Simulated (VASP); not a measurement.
GaP: single point with PBE

Crystal: GaP.

```xyz
2
Lattice="0.0000 2.6674 2.6674 2.6674 0.0000 2.6674 2.6674 2.6674 0.0000" Properties=species:S:1:pos:R:3 pbc="T T T"
Ga    0.0000    0.0000    0.0000
P     1.3337    1.3337    1.3337
```

```yaml
Program: VASP 6.6.1
Task: single point
Functional: PBE
Potentials_or_basis: VASP PAW PBE potentials, release 64 (Ga_d, P)
Cutoff: 500 eV
k_mesh: 8 × 8 × 8
Occupations: gaussian, width 0.02 eV
Spin: no spin polarisation
```

```yaml
Pressure: 8.9 GPa
Band_gap_on_the_k_mesh: 1.51 eV, indirect (least direct gap 2.37 eV)
```

Levels at points of the mesh, in eV from the valence-band top:
| k point | band 6 | band 7 | band 8 | band 9 | band 10 | band 11 | band 12 | band 13 |
| --- | --- | --- | --- | --- | --- | --- | --- | --- |
| (0.00, 0.00, 0.00) | -13.00 | 0.00 | 0.00 | 0.00 | 2.37 | 3.86 | 3.86 | 3.86 |
| (0.50, 0.00, 0.00) | -10.71 | -7.02 | -1.22 | -1.22 | 1.87 | 4.70 | 4.70 | 8.39 |
| (0.50, 0.50, 0.00) | -9.72 | -7.07 | -2.92 | -2.92 | 1.51 | 1.75 | 11.08 | 11.08 |

It took 14 s on 1 thread of Intel Xeon 6975P-C, with other jobs on the host, peak memory 0.16 GiB.

A k mesh can miss the band edges. As with any semilocal functional, this PBE gap is likely too small.
